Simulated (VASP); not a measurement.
MgO, 4 atoms in the cell. Symmetry: P6_3/mmc, No. 194, hexagonal system. The conventional cell has a = 3.407 Å, b = 3.407 Å, c = 4.168 Å, α = 90.00°, β = 90.00°, γ = 120.00°. Within 2.6 Å of Mg (site symmetry -6m2) lie 5 O at 1.97 to 2.08 Å. Within 2.6 Å of O (site symmetry -6m2) lie 5 Mg at 1.97 to 2.08 Å.  This cell differs from its parent crystal: volume 10.471 Å^3 an atom, c/a of the conventional cell 1.2234.

```yaml
Program: VASP 6.6.1
Task: single point
Functional: PBE
Potentials_or_basis: VASP PAW PBE potentials, release 64 (Mg, O)
Cutoff: 520 eV
k_mesh: 9 × 9 × 6
Occupations: gaussian, width 0.05 eV
Spin: no spin polarisation
Dipole_correction: no
Further_INCAR_settings: ALGO = Normal; EDIFF = 1e-06; NBANDS = 16
```

Potentials or basis: VASP PAW PBE potentials, release 64 (Mg, O).

Launch:

```sh
$ cat potpaw_PBE.64/Mg/POTCAR potpaw_PBE.64/O/POTCAR > POTCAR
$ mpirun -np 1 vasp_std > vasp.out
```

Hardware: 1 thread of Intel(R) Xeon(R) 6975P-C (Granite Rapids), with other jobs on the host.

Task: Estimate the wall time of this run.

Result: It took 14 s on 1 thread of Intel(R) Xeon(R) 6975P-C (Granite Rapids), on a shared host, peak memory 0.17 GiB. Counts: scf iterations 12, k points 48.
